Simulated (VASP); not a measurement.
A run of VASP 6.6.1 is set up as follows.

File INCAR:

```
ALGO = Normal
EDIFF = 1E-7
ENCUT = 520
GGA = PS
ISIF = 2
ISMEAR = 0
LASPH = True
LCHARG = False
LREAL = False
LWAVE = False
NBANDS = 20
NELM = 60
PREC = Accurate
SIGMA = 0.01
```

The input KPOINTS:

```
k-points
0
Gamma
  7 7 4
```

The input POSCAR:

```
SnSe2
1.0
    3.6170702720      0.0000000000      0.0000000000
   -1.8085351360      3.1324747428      0.0000000000
    0.0000000000      0.0000000000      5.1992825263
Sn Se
1 2
Direct
    0.0000000000      0.0000000000      0.0000000000
    0.3333333333      0.6666666667      0.3044589241
    0.6666666667      0.3333333333      0.6955410759
```

Potentials or basis: VASP PAW PBE potentials, release 64 (Sn_d, Se).

The run is started by

```bash
$ cat potpaw_PBE.64/Sn_d/POTCAR potpaw_PBE.64/Se/POTCAR > POTCAR
$ mpirun -np 1 vasp_std > vasp.out
```

Question: Predict the largest force.

Answer: 0.028 eV/Å.

Question: Estimate the pressure.

Answer: 20.3 GPa.

Question: Predict the band gap on the k mesh.

Answer: Zero (band 13 reaches 8.37 eV, above the bottom of band 14 at 7.38 eV).

Forces in eV/Å, atoms in the order of the input:
```
Sn   0.000  0.000  0.000
Se   0.000  0.000  0.028
Se   0.000  0.000 -0.028
```

Caveat: the PAW data sets were made with another functional, which shifts forces and pressure a little; spin-orbit coupling is left out, which moves the levels of the heavy elements.
